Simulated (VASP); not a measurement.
SnO:

```
Sn O
1.0
     0.00000    2.70821    2.70821
     2.70821    0.00000    2.70821
     2.70821    2.70821    0.00000
Sn O
1 1
Direct
  0.00000 0.00000 0.00000
  0.25000 0.25000 0.25000
```

Base run:

* Program: VASP 6.6.1
* Functional: PBE
* Potentials or basis: VASP PAW PBE potentials, release 64 (Sn_d, O)
* Cutoff: 520 eV
* k mesh: 8 × 8 × 8
* Occupations: fermi-dirac, width 0.02 eV
* Spin: no spin polarisation

Its results: band gap on the k mesh zero (bands 10 and 11 overlap by 0.19 eV); pressure 2.5 GPa.

**Question.** The run is repeated on the same cell with these changes: functional from PBE to r2SCAN. What comes out?

**Answer.** Band gap on the k mesh zero (bands 10 and 11 overlap by 0.19 eV); pressure 0.3 GPa.

Caveats: the structure was generated, so it needn't be the stable form of SnO; semilocal functionals underestimate gaps, and a narrow one can read as zero; spin-orbit coupling is left out, which moves the levels of the heavy elements; the PAW data sets were made with another functional, which shifts forces and pressure a little (at least some runs).
